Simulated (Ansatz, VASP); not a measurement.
Sc3SbP2: VASP beside Ansatz

```
Sc Sb P
1.0
     4.02104    0.00000    0.00000
     0.00000    4.02104    0.00000
     0.00000    0.00000    6.68874
Sc Sb P
3 1 2
Direct
  0.00000 0.00000 0.00000
  0.50000 0.00000 0.67563
  0.00000 0.50000 0.32437
  0.50000 0.50000 0.00000
  0.50000 0.00000 0.26714
  0.00000 0.50000 0.73286
```

Change from the starting cell: species swapped into the Mn3CoAs2 type (P-4m2, No. 115).

Alike in both runs: task single point; functional PBE; k mesh 4 × 4 × 4; occupations gaussian, width 0.1 eV; no spin polarisation.

|  | VASP | Ansatz |
| --- | --- | --- |
| version | VASP 6.6.1 | Ansatz 0.2.0 |
| potentials or method | VASP PAW PBE potentials, release 64 (Sc_sv, Sb, P), cutoff 520 eV | scalar-relativistic, plane waves, PAW |
| valence electrons in the cell | 48 | 58 |

VASP gave:

| Property | Result |
| --- | --- |
| gap on the k mesh at the Fermi level (eV) | none |
| pressure (GPa) | 11.9 |
| traceless stress, the component that is largest in VASP (GPa) | 15.16 |
| rms of the force components (eV/Å) | 1.362 |

Which values does Ansatz return?

gap on the k mesh at the Fermi level (eV): none; pressure (GPa): 11.6; traceless stress, the component that is largest in VASP (GPa): 15.11; rms of the force components (eV/Å): 1.356.

Atom by atom the forces differ by 0.007 eV/Å (rms over components). A gap of «none» marks a metal or a gap that the smearing closes. With one functional, cell and mesh, what is left measures potentials, basis and numerics. VASP's potentials hold 48 valence electrons a cell and Ansatz's 58, so a difference there can come from the potentials and not from the codes.

The k mesh is coarse, so the values compare programs but aren't converged. Spin-orbit coupling is off throughout.
